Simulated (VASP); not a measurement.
# CsSnI3 (P4/mmm) in VASP: single point with HSE06

Aim: the single point of CsSnI3 with HSE06.

Program: VASP 6.6.1. These are calculated values, not measurements. Logs are shortened: lines on timing, memory, paths and dates and some standing lists are left out, and cuts for length are marked.

### 1 The cell of the first run

It takes space group P4/mmm (No. 123, tetragonal). The conventional cell has a = 6.580 Å, b = 6.580 Å, c = 6.241 Å, α = 90.00°, β = 90.00°, γ = 90.00°. Sn (site symmetry 4/mmm) has 6 I at 3.12 to 3.29 Å within 4.1 Å. Within 4.3 Å of I (site symmetry mmm) lie 2 Sn at 3.29 Å. Within 4.1 Å of I (site symmetry 4/mmm) lie 2 Sn at 3.12 Å.

### 2 Single point, HSE06 (biaxial xy strain +5.4%)

POSCAR

```
CsSnI3
1.0
    6.5796840212      0.0000000000      0.0000000000
    0.0000000000      6.5796840212      0.0000000000
    0.0000000000      0.0000000000      6.2414001339
Cs Sn I
1 1 3
Direct
    0.0000000000      0.0000000000      0.0000000000
    0.5000000000      0.5000000000      0.5000000000
    0.0000000000      0.5000000000      0.5000000000
    0.5000000000      0.0000000000      0.5000000000
    0.5000000000      0.5000000000      0.0000000000
```

INCAR.step1

```
PREC = Accurate
ENCUT = 520
EDIFF = 1E-5
ISMEAR = 0
SIGMA = 0.01
LREAL = F
LASPH = T
NELM = 80
ALGO = Normal
ISIF = 2
LWAVE = T
GGA = PE
NBANDS = 30
```

INCAR.step2

```
PREC = Accurate
ENCUT = 520
EDIFF = 1E-6
ISMEAR = 0
SIGMA = 0.01
LREAL = F
LASPH = T
NELM = 80
ALGO = Normal
ISIF = 2
LWAVE = F
LCHARG = T
GGA = PE
LHFCALC = T
HFSCREEN = 0.2079
PRECFOCK = Fast
LELF = T
LVHAR = T
ISTART = 1
NBANDS = 30
```

KPOINTS

```
regular mesh
0
Gamma
  2 2 2
```

Potentials or basis: VASP PAW PBE potentials, release 64 (Cs_sv, Sn_d, I).

On the command line:

```console
$ cat potpaw_PBE.64/Cs_sv/POTCAR potpaw_PBE.64/Sn_d/POTCAR potpaw_PBE.64/I/POTCAR > POTCAR
$ cp INCAR.step1 INCAR
$ mpirun -np 1 vasp_std > vasp.out
$ cp INCAR.step2 INCAR
$ mpirun -np 1 vasp_std > vasp.out
```

OUTCAR:

```text
PREC = Accurate
   ENCUT = 520
   EDIFF = 1E-6
   ISMEAR = 0
   LREAL = F
   LASPH = T
   NELM = 80
   ISIF = 2
   GGA = PE
   LHFCALC = T
   HFSCREEN = 0.2079
   PRECFOCK = Fast
   ISTART = 1

 ion  position               nearest neighbor table
   1  0.000  0.000  0.000-
   2  0.500  0.500  0.500-   5 3.12   5 3.12   3 3.29   4 3.29   4 3.29   3 3.29
   3  0.000  0.500  0.500-   2 3.29   2 3.29
   4  0.500  0.000  0.500-   2 3.29   2 3.29
   5  0.500  0.500  0.000-   2 3.12   2 3.12

  LATTYP: Found a simple tetragonal cell.
 ALAT       =     6.5796840212
 C/A-ratio  =     0.9485866060

  Lattice vectors:

 A1 = (   6.5796840212,   0.0000000000,   0.0000000000)
 A2 = (   0.0000000000,   6.5796840212,   0.0000000000)
 A3 = (   0.0000000000,   0.0000000000,   6.2414001339)

Analysis of symmetry for initial positions (statically):
=====================================================================
 Subroutine PRICEL returns:
 Original cell was already a primitive cell.

 Routine SETGRP: Setting up the symmetry group for a
 simple tetragonal supercell.

 Subroutine GETGRP returns: Found 16 space group operations
 (whereof 16 operations were pure point group operations)
 out of a pool of 16 trial point group operations.

The static configuration has the point symmetry D_4h.

Analysis of symmetry for dynamics (positions and initial velocities):
=====================================================================
 Subroutine PRICEL returns:
 Original cell was already a primitive cell.

 Routine SETGRP: Setting up the symmetry group for a
 simple tetragonal supercell.

 Subroutine GETGRP returns: Found 16 space group operations
 (whereof 16 operations were pure point group operations)
 out of a pool of 16 trial point group operations.

The dynamic configuration has the point symmetry D_4h.

 Subroutine INISYM returns: Found 16 space group operations
 (whereof 16 operations are pure point group operations),
 and found     1 'primitive' translations

----------------------------------------------------------------------------------------

                                     Primitive cell

  volume of cell :     270.2042

  direct lattice vectors                    reciprocal lattice vectors
     6.579684021  0.000000000  0.000000000     0.151982982  0.000000000  0.000000000
     0.000000000  6.579684021  0.000000000     0.000000000  0.151982982  0.000000000
     0.000000000  0.000000000  6.241400134     0.000000000  0.000000000  0.160220460

  length of vectors
     6.579684021  6.579684021  6.241400134     0.151982982  0.151982982  0.160220460

  position of ions in fractional coordinates (direct lattice)
     0.000000000  0.000000000  0.000000000
     0.500000000  0.500000000  0.500000000
     0.000000000  0.500000000  0.500000000
     0.500000000  0.000000000  0.500000000
     0.500000000  0.500000000  0.000000000

  ion indices of the primitive-cell ions
   primitive index   ion index
                 1           1
                 2           2
                 3           3
                 4           4
                 5           5

----------------------------------------------------------------------------------------

 KPOINTS: regular mesh

Automatic generation of k-mesh.
 Grid dimensions read from file:
 generate k-points for:    2    2    2

 Generating k-lattice:

  Cartesian coordinates                     Fractional coordinates (reciprocal lattice)
     0.075991491  0.000000000  0.000000000     0.500000000  0.000000000  0.000000000
     0.000000000  0.075991491  0.000000000     0.000000000  0.500000000  0.000000000
     0.000000000  0.000000000  0.080110230     0.000000000  0.000000000  0.500000000

  Length of vectors
     0.075991491  0.075991491  0.080110230

  Shift w.r.t. Gamma in fractional coordinates (k-lattice)
     0.000000000  0.000000000  0.000000000

 Subroutine IBZKPT returns following result:
 ===========================================

 Found      6 irreducible k-points:

 Following reciprocal coordinates:
            Coordinates               Weight
  0.000000  0.000000  0.000000      1.000000
  0.500000  0.000000  0.000000      2.000000
  0.500000  0.500000  0.000000      1.000000
  0.000000  0.000000  0.500000      1.000000
  0.500000  0.000000  0.500000      2.000000
  0.500000  0.500000  0.500000      1.000000
   k-points           NKPTS =      6   k-points in BZ     NKDIM =      8   number of bands    NBANDS=     30
   number of dos      NEDOS =    301   number of ions     NIONS =      5
   total plane-waves  NPLWV = 120000
   dimension x,y,z NGX =    50 NGY =   50 NGZ =   48
   dimension x,y,z NGXF=   100 NGYF=  100 NGZF=   96
   ions per type =               1   1   3
   NGX,Y,Z   is equivalent  to a cutoff of  12.63, 12.63, 12.79 a.u.
   NGXF,Y,Z  is equivalent  to a cutoff of  25.27, 25.27, 25.57 a.u.
 SYSTEM =  unknown system
   PREC   = accura    normal or accurate (medium, high low for compatibility)
   ISTART =      1    job   : 0-new  1-cont  2-samecut
   ICHARG =      0    charge: 1-file 2-atom 10-const
   ISPIN  =      1    spin polarized calculation?
   LNONCOLLINEAR =      F non collinear calculations
   LSORBIT =      F    spin-orbit coupling
   LASPH  =      T    aspherical Exc in radial PAW
   ENCUT  =  520.0 eV  38.22 Ry    6.18 a.u.  12.23 12.23 11.60*2*pi/ulx,y,z
   NELM   =     80;   NELMIN=  2; NELMDL=  0     # of ELM steps
   EDIFF  = 0.1E-05   stopping-criterion for ELM
   LREAL  =      F    real-space projection
   EDIFFG = 0.1E-04   stopping-criterion for IOM
   NSW    =      0    number of steps for IOM
   IBRION =     -1    ionic relax: 0-MD 1-quasi-New 2-CG
   NFREE  =      0    steps in history (QN), initial steepest desc. (CG)
   ISIF   =      2    stress and relaxation
   ISYM   =      3    0-nonsym 1-usesym 2-fastsym
   POTIM  = 0.5000    time-step for ionic-motion
   TEBEG  =    0.0;   TEEND  =   0.0 temperature during run
   PSTRESS=    0.0 pullay stress
   NELECT =      44.0000    total number of electrons
   NUPDOWN=      -1.0000    fix difference up-down
   EMIN   =  10.00;   EMAX   =-10.00  energy-range for DOS
   EFERMI =   0.00;   METHOD = LEGACY
   ISMEAR =     0;   SIGMA  =   0.01  broadening in eV -4-tet -1-fermi 0-gaus
   EFERMI_NEDOS =   21; number of points for ismear=-14 and -15
   IALGO  =     38    algorithm
   IMIX   =      1    mixing-type and parameters
     AMIX     =   0.40;   BMIX     =  1.00
     AMIX_MAG =   1.60;   BMIX_MAG =  1.00
  volume/ion in A,a.u.               =      54.04       364.69
  Fermi-wavevector in a.u.,A,eV,Ry     =   0.893981  1.689379 10.873807  0.799202
  Thomas-Fermi vector in A             =   2.016128
   LORBIT       =      0    0 simple, 1 ext, 2 COOP (PROOUT), +10 PAW based schemes
   GGA     = PE    functional components
   LHFCALC =     T    Hartree Fock is set to
   PRECFOCK=fast      Normal, Fast or Accurate (Low or Medium for compatibility)
   ENCUT4O =  -1.0   cutoff for four orbital integrals eV
   NKREDX  =     1    reduce k-point grid by
   NKREDY  =     1    reduce k-point grid by
   NKREDZ  =     1    reduce k-point grid by
   AEXX    =    0.2500 exact exchange contribution
   HFSCREEN=    0.2079 screening length (either q_TF or 0.3 A-1)
   HFSCREENC=   0.2079 screening length for correlation (either q_TF or 0.3 A-1)
   ENCUTFOCK=  -1.0 apply spherical cutoff to Coloumb kernel
   IVDW    =     0    specifies the selected vdW correction
   LEPSILON=     F    determine dielectric tensor
   LRPA    =     F    only Hartree local field effects (RPA)
 non-spin polarized calculation
 Gauss-broadening in eV      SIGMA  =   0.01
  energy-cutoff  :      520.00
  volume of cell :      270.20
 maximum number of plane-waves:      7312
 NGX is ok and might be reduce to    50
  NGX = 28; NGY = 28; NGZ = 28

 number of electron      43.9999986 magnetization

 Free energy of the ion-electron system (eV)
  ---------------------------------------------------
  ext. energy  EPLUGINS =         0.00000000
  ---------------------------------------------------
  free energy    TOTEN  =       -15.81868533 eV

  energy without entropy =      -15.81868533  energy(sigma->0) =      -15.81868533

 E-fermi :   1.1657     XC(G=0):  -5.9282

 val. band max:        1.0617066310   @ k =   0.5000   0.5000   0.5000
 cond. band min:       2.2092613940   @ k =   0.5000   0.5000   0.5000
 fundamental gap:      1.1475547630
 Fermi energy:         1.1656626231

 k-point     1 :       0.0000    0.0000    0.0000
  band No.  band energies     occupation
      1     -23.2001      2.00000
      2     -23.1948      2.00000
      3     -23.1869      2.00000
      4     -23.1831      2.00000
      5     -23.1831      2.00000
      6     -22.4765      2.00000
[... 22 lines left out ...]
     29       5.9964      0.00000
     30       5.9964      0.00000

 k-point     2 :       0.5000    0.0000    0.0000
  band No.  band energies     occupation
      1     -23.2001      2.00000
      2     -23.1948      2.00000
      3     -23.1869      2.00000
      4     -23.1831      2.00000
      5     -23.1831      2.00000
      6     -22.4764      2.00000
[... 22 lines left out ...]
     29       6.7182      0.00000
     30       6.7596      0.00000

 k-point     3 :       0.5000    0.5000    0.0000
  band No.  band energies     occupation
      1     -23.2002      2.00000
      2     -23.1949      2.00000
      3     -23.1869      2.00000
      4     -23.1831      2.00000
      5     -23.1831      2.00000
      6     -22.4762      2.00000
[... 22 lines left out ...]
     29       7.2682      0.00000
     30       7.2682      0.00000

 k-point     4 :       0.0000    0.0000    0.5000
  band No.  band energies     occupation
      1     -23.1998      2.00000
      2     -23.1948      2.00000
      3     -23.1869      2.00000
      4     -23.1832      2.00000
      5     -23.1832      2.00000
      6     -22.4762      2.00000
[... 22 lines left out ...]
     29       6.7375      0.00000
     30       6.8267      0.00000

 k-point     5 :       0.5000    0.0000    0.5000
  band No.  band energies     occupation
      1     -23.1998      2.00000
      2     -23.1948      2.00000
      3     -23.1869      2.00000
      4     -23.1833      2.00000
      5     -23.1832      2.00000
      6     -22.4761      2.00000
[... 22 lines left out ...]
     29       7.3504      0.00000
     30       7.3677      0.00000

 k-point     6 :       0.5000    0.5000    0.5000
  band No.  band energies     occupation
      1     -23.1998      2.00000
      2     -23.1949      2.00000
      3     -23.1869      2.00000
      4     -23.1833      2.00000
      5     -23.1833      2.00000
      6     -22.4759      2.00000
[... 22 lines left out ...]
     29       6.4436      0.00000
     30       7.4776      0.00000

------------------------ aborting loop because EDIFF is reached ----------------------------------------

  FORCE on cell =-STRESS in cart. coord.  units (eV):
  Direction    XX          YY          ZZ          XY          YZ          ZX
  --------------------------------------------------------------------------------------
  -------------------------------------------------------------------------------------
  Total       -1.4284219     -1.4284219      1.1716940      0.0000000      0.0000000      0.0000000
  in kB       -8.4698355     -8.4698355      6.9475663      0.0000000      0.0000000      0.0000000
  external PRESSURE =      -3.3307016 kB  Pullay stress =       0.0000000 kB

 VOLUME and BASIS-vectors are now :
 -----------------------------------------------------------------------------
  energy-cutoff  :      520.00
  volume of cell :      270.20
      direct lattice vectors                 reciprocal lattice vectors
     6.579684021  0.000000000  0.000000000     0.151982982  0.000000000  0.000000000
     0.000000000  6.579684021  0.000000000     0.000000000  0.151982982  0.000000000
     0.000000000  0.000000000  6.241400134     0.000000000  0.000000000  0.160220460

 POSITION                                       TOTAL-FORCE (eV/Angst)
 -----------------------------------------------------------------------------------
      0.00000      0.00000      0.00000         0.000000      0.000000      0.000000
      3.28984      3.28984      3.12070         0.000000      0.000000      0.000000
      0.00000      3.28984      3.12070         0.000000      0.000000      0.000000
      3.28984      0.00000      3.12070         0.000000      0.000000      0.000000
      3.28984      3.28984      0.00000         0.000000      0.000000      0.000000
 -----------------------------------------------------------------------------------
    total drift:                               -0.000000      0.000004      0.000001

  FREE ENERGIE OF THE ION-ELECTRON SYSTEM (eV)
  ---------------------------------------------------
  free  energy   TOTEN  =       -15.8186853273 eV

  energy  without entropy=      -15.8186853273  energy(sigma->0) =      -15.81868533
```

Run time: 9.3 min. Hardware: 1 thread of Intel Xeon Platinum 8375C at 2.90GHz (Ice Lake), shared host; peak memory 0.48 GiB.

What came out:

```yaml
Free_energy: -15.8187 eV
Pressure: -0.3 GPa
Band_gap_on_the_k_mesh: 1.15 eV
```

Stress tensor (GPa, compression positive):
```
-0.85  0.00  0.00
 0.00 -0.85  0.00
 0.00  0.00  0.69
```

Caveat: the k points lie up to 0.50 Å⁻¹ apart; the cell differs from its parent crystal (biaxial xy strain +5.4%); the PAW data sets were made with another functional, which shifts forces and pressure a little; spin-orbit coupling is left out, which moves the levels of the heavy elements. A k mesh can miss the band edges.
